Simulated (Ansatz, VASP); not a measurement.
**Li4NbO4: VASP beside Ansatz**

```
CELL_PARAMETERS angstrom
-3.81195 3.81195 1.63010
3.81195 -3.81195 1.63010
3.81195 3.81195 -1.63010
ATOMIC_POSITIONS crystal
Li 0.36072 0.21045 0.57117
Li 0.84267 0.33415 0.17683
Li 0.15733 0.66585 0.82317
Li 0.66585 0.84267 0.50852
Nb 0.00000 0.00000 0.00000
O 0.75893 0.07971 0.83864
O 0.92029 0.75893 0.67922
O 0.07971 0.24107 0.32078
O 0.24107 0.92029 0.16136
```

Alike in both runs: task single point; functional PBEsol; k mesh 10 × 10 × 10; occupations gaussian, width 0.05 eV; no spin polarisation.

```csv
,VASP,Ansatz
version,VASP 6.6.1,Ansatz 0.2.0
potentials or method,"VASP PAW PBE potentials, release 64 (Li_sv, Nb_sv, O), cutoff 520 eV","scalar-relativistic, plane waves, PAW"
valence electrons in the cell,49,49
```

```csv
,VASP,Ansatz,Ansatz less VASP
rms of the force components (eV/Å),0.526,0.517,-0.0081
```

VASP's potentials were made for PBE, not for PBEsol, and Ansatz warns of the same on its side. Atom by atom the forces differ by 0.016 eV/Å (rms over components).

Noted on VASP's run: the cutoff is under 1.25 times that of the potentials, so the pressure is a little rough.
